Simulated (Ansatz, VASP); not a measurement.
**One calculation of Nb, two programs**

```
Nb
1.0
     0.00000    2.06971    2.06971
     2.06971    0.00000    2.06971
     2.06971    2.06971    0.00000
Nb
1
Direct
  0.00000 0.00000 0.00000
```

Alike in both runs: task single point; functional PBEsol; k mesh 18 × 18 × 18; occupations gaussian, width 0.1 eV; no spin polarisation.

|  | VASP | Ansatz |
| --- | --- | --- |
| version | VASP 6.6.1 | Ansatz 0.2.0 |
| potentials or method | VASP PAW PBE potentials, release 64 (Nb_sv) | scalar-relativistic, plane waves, PAW |
| plane-wave cutoff (eV) | 500 | 420 |
| valence electrons in the cell | 13 | 13 |

```tsv
	VASP	Ansatz	Ansatz less VASP
gap on the k mesh at the Fermi level (eV)	none	none	-
pressure (GPa)	3.7	4.1	+0.35
```

VASP's potentials were made for PBE, not for PBEsol. A gap of «none» marks a metal or a gap that the smearing closes.
